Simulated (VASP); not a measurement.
# Al: single point with PBE

The system is Al.

```xyz
1
Lattice="0.0000 2.0580 2.0580 2.0580 0.0000 2.0580 2.0580 2.0580 0.0000" Properties=species:S:1:pos:R:3 pbc="T T T"
Al    0.0000    0.0000    0.0000
```

| Item | Value |
| --- | --- |
| Program | VASP 6.6.1 |
| Task | single point |
| Functional | PBE |
| Potentials or basis | VASP PAW PBE potentials, release 64 (Al) |
| Cutoff | 520 eV |
| k mesh | 10 × 10 × 10 |
| Occupations | gaussian, width 0.1 eV |
| Spin | no spin polarisation |
| Dipole correction | no |
| Further INCAR settings | ALGO = Normal; EDIFF = 1e-06; NBANDS = 8 |

```
Pressure : -3.5 GPa
```

Levels at points of the mesh, in eV from the Fermi level:
| k point | band 1 | band 2 | band 3 | band 4 | band 5 |
| --- | --- | --- | --- | --- | --- |
| (0.00, 0.00, 0.00) | -10.90 | 12.18 | 12.18 | 12.18 | 13.26 |
| (0.50, 0.00, 0.00) | -4.52 | -4.45 | 10.69 | 10.69 | 11.07 |
| (0.50, 0.50, 0.00) | -2.93 | -1.74 | 5.10 | 5.20 | 5.20 |

Run time: 2.2 s on 1 thread of Intel(R) Xeon(R) 6975P-C (Granite Rapids), on a shared host, peak memory 0.13 GiB.
